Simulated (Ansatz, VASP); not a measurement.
## One calculation of Mn, two programs

```
Mn
1.0
     2.33255    0.00000    0.00000
     0.00000    2.33255    0.00000
     0.00000    0.00000    2.33255
Mn
1
Cartesian
  0.0000 0.0000 0.0000
```

Change from the starting cell: volume scaled by 1.06.

Alike in both runs: task single point; functional PBE; k mesh 14 × 14 × 14; occupations fermi-dirac, width 0.05 eV; collinear spin.

|  | VASP | Ansatz |
| --- | --- | --- |
| version | VASP 6.6.1 | Ansatz 0.2.0 |
| potentials or method | VASP PAW PBE potentials, release 64 (Mn_pv), cutoff 520 eV | all-electron LAPW, scalar-relativistic |

VASP gave:

| Item | Value |
| --- | --- |
| pressure (GPa) | -10.0 |
| net moment per atom (μB) | 0.57 |
| size of the moment on the site where the two differ most (μB) | 0.57 |

Which values does Ansatz return?

Pressure (GPa): -10.1; net moment per atom (μB): 0.58; size of the moment on the site where the two differ most (μB): 0.58.

Site moments also hang on the region over which each program counts them. Ansatz ran all-electron here, and VASP with PAW potentials.
